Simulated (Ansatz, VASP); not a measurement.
GaAs in VASP and in Ansatz

```xyz
2
Lattice="0.0000 2.7764 2.8810 2.7764 0.0000 2.8810 2.7764 2.7764 0.0000" Properties=species:S:1:pos:R:3 pbc="T T T"
Ga    0.0000    0.0000    0.0000
As    1.3882    1.3882    1.4405
```

Change from the starting cell: epitaxial_xy strain -2.0%.

Alike in both runs: task single point; functional PBE; k mesh 8 × 8 × 8; occupations fermi-dirac, width 0.02 eV; no spin polarisation.

```csv
,VASP,Ansatz
version,VASP 6.6.1,Ansatz 0.2.0
potentials or method,"VASP PAW PBE potentials, release 64 (Ga_d, As)","plane waves, PAW"
plane-wave cutoff (eV),520,420
valence electrons in the cell,18,28
```

|  | VASP | Ansatz | Ansatz less VASP |
| --- | --- | --- | --- |
| pressure (GPa) | 4.8 | 4.6 | -0.20 |
| traceless stress, the component that is largest in VASP (GPa) | -1.57 | -1.57 | -0.005 |

VASP's potentials hold 18 valence electrons a cell and Ansatz's 28, so a difference there can come from the potentials and not from the codes.
